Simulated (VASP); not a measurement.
A run of VASP 6.6.1 is set up as follows.

Contents of INCAR:

```
ALGO     = Normal         # electronic algorithm
EDIFF    = 1E-6           # SCF threshold, eV
ENCUT    = 500            # plane-wave cutoff, eV
GGA      = RE             # functional
GGA_COMPAT= False        
ISIF     = 2              # what is computed and relaxed
ISMEAR   = -1             # smearing method
LASPH    = True           # aspherical terms in the spheres
LCHARG   = False          # write CHGCAR
LREAL    = False          # projectors in reciprocal space
LWAVE    = False          # write WAVECAR
NBANDS   = 14             # bands
NELM     = 120            # most SCF steps
PREC     = Accurate       # precision mode
SIGMA    = 0.1            # smearing width, eV
```

File KPOINTS:

```
k-points
0
Gamma
  5 5 5
```

The input POSCAR:

```
NaI
1.0
    0.0000000000      3.2653730000      3.2653730000
    3.2653730000      0.0000000000      3.2653730000
    3.2653730000      3.2653730000      0.0000000000
Na I
1 1
Direct
    0.0000000000      0.0000000000      0.0000000000
    0.5000000000      0.5000000000      0.5000000000
```

Potentials or basis: VASP PAW PBE potentials, release 64 (Na_pv, I).

Command:

```sh
$ cat potpaw_PBE.64/Na_pv/POTCAR potpaw_PBE.64/I/POTCAR > POTCAR
$ mpirun -np 1 vasp_std > vasp.out
```

(1) What does it give for the pressure?

(2) Predict the band gap on the k mesh.

## Answers

(1) 1.0 GPa.

(2) 3.79 eV, direct.

Caveat: the PAW data sets were made with another functional, which shifts forces and pressure a little; spin-orbit coupling is left out, which moves the levels of the heavy elements.
